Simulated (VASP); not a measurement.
A run of VASP 6.6.1:

File INCAR:

```
SYSTEM = ZnO
  PREC = Accurate
  ENCUT = 520
  EDIFF = 1E-6
  ISMEAR = -1
  SIGMA = 0.05
  LREAL = .False.
  LASPH = .True.
  NELM = 80
  ALGO = Normal
  ISIF = 2
  LWAVE = .False.
  LCHARG = .False.
  GGA = CA
  NBANDS = 26
```

Contents of KPOINTS:

```
regular mesh
0
Gamma
  9 9 4
  0 0 0
```

Contents of POSCAR:

```
ZnO
1.0
    3.2208469546      0.0000000000      0.0000000000
   -1.6104234772      2.7893352843      0.0000000000
    0.0000000000      0.0000000000      6.9848812955
Zn O
2 2
Direct
    0.0000000000      0.0000000000      0.2500000000
    0.0000000000      0.0000000000      0.7500000000
    0.6666666667      0.3333333333      0.7500000000
    0.3333333333      0.6666666667      0.2500000000
```

Potentials or basis: VASP PAW LDA potentials, release 64 (Zn, O).

Run with:

```bash
$ cat potpaw_LDA.64/Zn/POTCAR potpaw_LDA.64/O/POTCAR > POTCAR
$ mpirun -np 1 vasp_std > vasp.out
```

Hardware: 1 thread of Intel Xeon 6975P-C, on a shared host.

How long does it take, and how much memory?

Wall time 38 s on 1 thread of Intel Xeon 6975P-C, with other jobs on the host, peak memory 0.18 GiB. Counts: scf iterations 15, k points 36.
